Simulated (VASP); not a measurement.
Crystal: CsSnI3.

```xyz
5
Lattice="6.2057 0.0000 0.0000 0.0000 6.2057 0.0000 0.0000 0.0000 6.2057" Properties=species:S:1:pos:R:3 pbc="T T T"
Cs    0.0000    0.0000    0.0000
I     3.1029    3.1029    0.0000
I     3.1029    0.0000    3.1029
I     0.0000    3.1029    3.1029
Sn    3.1029    3.1029    3.1029
```

Base run:

| Property | Result |
| --- | --- |
| Program | VASP 6.6.1 |
| Functional | BLYP |
| Potentials or basis | VASP PAW PBE potentials, release 64 (Cs_sv, I, Sn_d) |
| Cutoff | 520 eV |
| k mesh | 5 × 5 × 5 |
| Occupations | fermi-dirac, width 0.05 eV |
| Spin | no spin polarisation |

Its results: band gap on the k mesh 1.81 eV, direct; pressure 2.0 GPa.

Question: After a change of settings the same cell gave: band gap on the k mesh 1.75 eV, direct; pressure 1.4 GPa. Which change was it?
A. functional from BLYP to revPBE
B. functional from BLYP to r2SCAN
C. functional from BLYP to LDA; potentials or basis from VASP PAW PBE potentials, release 64 (Cs_sv, I, Sn_d) to VASP PAW LDA potentials, release 64 (Cs_sv, I, Sn_d)
D. functional from BLYP to PBE; occupations from fermi-dirac, width 0.05 eV to gaussian, width 0.014 eV

Answer: A.

Caveats: the PAW data sets were made with another functional, which shifts forces and pressure a little; spin-orbit coupling is left out, which moves the levels of the heavy elements.
